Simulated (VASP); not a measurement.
TaN: single point with PBEsol

The system is TaN.

```
CELL_PARAMETERS angstrom
0.00000 2.18793 2.18793
2.18793 0.00000 2.18793
2.18793 2.18793 0.00000
ATOMIC_POSITIONS crystal
Ta 0.50000 0.50000 0.50000
N 0.00000 0.00000 0.00000
```

* Program: VASP 6.6.1
* Task: single point
* Functional: PBEsol
* Potentials or basis: VASP PAW PBE potentials, release 64 (Ta_pv, N)
* Cutoff: 520 eV
* k mesh: 16 × 16 × 16
* Occupations: gaussian, width 0.1 eV
* Spin: no spin polarisation

| Quantity | Value |
| --- | --- |
| Pressure | 1.0 GPa |
| Band gap on the k mesh | zero (band 8 reaches 11.50 eV, above the bottom of band 9 at 7.38 eV) |

Levels at points of the mesh, in eV from the Fermi level:
| k point | band 5 | band 6 | band 7 | band 8 | band 9 | band 10 | band 11 | band 12 |
| --- | --- | --- | --- | --- | --- | --- | --- | --- |
| (0.00, 0.00, 0.00) | -3.83 | -3.83 | -3.83 | -2.16 | -2.16 | -2.16 | 0.04 | 0.04 |
| (0.50, 0.00, 0.00) | -10.52 | -7.68 | -7.68 | 1.96 | 1.96 | 2.07 | 3.86 | 7.73 |
| (0.50, 0.50, 0.00) | -6.65 | -5.59 | -4.64 | -4.64 | 2.15 | 3.66 | 3.66 | 4.73 |

Wall time 25 s on 1 thread of Intel(R) Xeon(R) Platinum 8259CL CPU @ 2.50GHz (Skylake/Cascade Lake) (shared host), peak memory 0.17 GiB.

Caveat: the PAW data sets were made with another functional, which shifts forces and pressure a little; spin-orbit coupling is left out, which moves the levels of the heavy elements.
